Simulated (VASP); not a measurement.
Runs of VASP 6.6.1 on CoO. The structure is that of space group Pm-3m (No. 221), or close to it. The cells are those of the table. 

```tsv
potentials or basis	cell	cutoff (eV)	smearing	gap on the mesh (eV)	pressure (GPa)	moment (μB)
VASP PAW PBE potentials, release 64 (Co, O)	a = 2.644, b = 2.644, c = 5.305 Å, 4 atoms	520	gaussian 0.02 eV	1.63	(b)	0.00
VASP PAW PBE potentials, release 64 (Co_sv, O)	a = 2.644, b = 2.644, c = 5.305 Å, 4 atoms	700	gaussian 0.02 eV	1.57	-2.7	0.00
VASP PAW PBE potentials, release 64 (Co_sv, O)	a = 2.661, b = 2.661, c = 5.323 Å, 4 atoms	700	gaussian 0.02 eV	(a)	-5.5	0.00
VASP PAW PBE potentials, release 64 (Co, O)	a = 3.764, b = 3.764, c = 5.323 Å, angles 45.0, 45.0, 60.0°, 4 atoms	520	gaussian 0.02 eV	1.51	-6.4	0.00
VASP PAW PBE potentials, release 64 (Co, O)	a = 2.661, b = 2.661, c = 5.323 Å, 4 atoms	520	gaussian 0.02 eV	1.51	-6.4	0.00
VASP PAW PBE potentials, release 64 (Co, O)	a = 2.661, b = 2.661, c = 5.323 Å, 4 atoms	520	fermi-dirac 0.05 eV	1.51	-6.4	0.00
```

Alike in all rows: task single point; level PBE+U; spin collinear, antiferromagnetic start; Co d U = 3.32 eV; k mesh 10 × 10 × 5.

Question: Estimate the missing entries.

Answer: (a) 1.45; (b) -3.8.

Caveats: the cell stands under tension (at least some runs).

A k mesh can miss the band edges.

The runs don't all hold the same shells in valence.
